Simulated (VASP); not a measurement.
# La: relaxation of cell and atoms with PBE

The system is La.

```
La
1.0
     2.83784    0.00000    0.00000
    -1.41892    2.45764    0.00000
     0.00000    0.00000    2.65750
La
1
Cartesian
  0.0000 0.0000 0.0000
```

```json
{"Program": "VASP 6.6.1", "Task": "relaxation of cell and atoms", "Functional": "PBE", "Potentials or basis": "VASP PAW PBE potentials, release 64 (La)", "Cutoff": "600 eV", "k mesh": "15 × 15 × 14", "Occupations": "fermi-dirac, width 0.05 eV", "Spin": "no spin polarisation", "Target pressure": "65 GPa", "Dipole correction": "no", "Further INCAR settings": "ALGO = Normal; EDIFF = 1e-07; IBRION = 2; EDIFFG = -0.005; NSW = 32; ISIF = 3"}
```

```json
{"Relaxed volume": "18.54 Å³/atom", "Relaxed cell": "a = 2.840 Å, b = 2.840 Å, c = 2.655 Å, α = 90.00°, β = 90.00°, γ = 120.00°", "Space group after relaxing (to 0.05 Å)": "P6/mmm (No. 191)", "Energy change on relaxing (the enthalpy is what falls)": "-2.7 meV/atom", "Ionic steps": "6", "Pressure after relaxing": "65.0 GPa"}
```

Step by step:
| step | energy change (eV) | largest force (eV/Å) | pressure (GPa) | volume (Å³) |
| --- | --- | --- | --- | --- |
| 1 | 0.0000 | 0.0000 | 65.02 | 18.53 |
| 2 | -0.0019 | 0.0000 | 65.09 | 18.54 |
| 3 | -0.0012 | 0.0000 | 65.05 | 18.54 |
| 4 | -0.0011 | 0.0000 | 65.06 | 18.54 |
| 5 | -0.0079 | 0.0000 | 64.81 | 18.55 |
| 6 | -0.0027 | 0.0000 | 65.00 | 18.54 |

Final structure:
```yaml
crystal:
  lattice:
    - [2.83977, 0.00000, 0.00000]
    - [-1.41989, 2.45931, 0.00000]
    - [0.00000, 0.00000, 2.65483]
  atoms:
    - { symbol: La, position: [0.00000, 0.00000, 0.00000] }
```

Levels at points of the mesh, in eV from the Fermi level:
```
           k point  band 4  band 5  band 6  band 7  band 8  band 9
(0.00, 0.00, 0.00)  -12.88   -2.62   -0.21    0.93    2.00    2.00
(0.00, 0.00, 0.50)  -11.74    0.77    1.54    2.51    2.91    2.91
```

It took 53 s on 1 thread of Intel(R) Xeon(R) 6975P-C (Granite Rapids), on a shared host, peak memory 0.2 GiB.

Caveat: the cell is relaxed towards a set pressure, so the enthalpy falls and the energy may rise; spin-orbit coupling is left out, which moves the levels of the heavy elements.
